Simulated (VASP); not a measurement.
Input of a VASP 6.6.1 run:

INCAR

```
SYSTEM = Eu
  ALGO = Normal
  EDIFF = 1E-7
  ENCUT = 520
  GGA = CA
  ISIF = 2
  ISMEAR = 0
  ISPIN = 2
  LASPH = .True.
  LCHARG = .False.
  LMAXMIX = 6
  LORBIT = 11
  LREAL = .False.
  LWAVE = .False.
  MAGMOM = 6.925
  NBANDS = 18
  NELM = 150
  PREC = Accurate
  SIGMA = 1.0
```

KPOINTS

```
k-points
0
Gamma
  11 11 11
  0 0 0
```

POSCAR

```
Eu
1.0
   -2.0544259245      2.0544259245      2.0544259245
    2.0544259245     -2.0544259245      2.0544259245
    2.0544259245      2.0544259245     -2.0544259245
Eu
1
Direct
    0.0000000000      0.0000000000      0.0000000000
```

Potentials or basis: VASP PAW PBE potentials, release 64 (Eu).

Command:

```sh
$ cat potpaw_PBE.64/Eu/POTCAR > POTCAR
$ mpirun -np 1 vasp_std > vasp.out
```

Question: Predict the site moments.

Answer: Eu +6.57 μB.

Question: Estimate the pressure.

Answer: 0.3 GPa.

Question: What does it give for the net moment?

Answer: 7.13 μB per cell.

Caveat: so wide a smearing shifts energies and pressures; the PAW data sets were made with another functional, which shifts forces and pressure a little. The state reached can hang on the start; a lower one may exist.
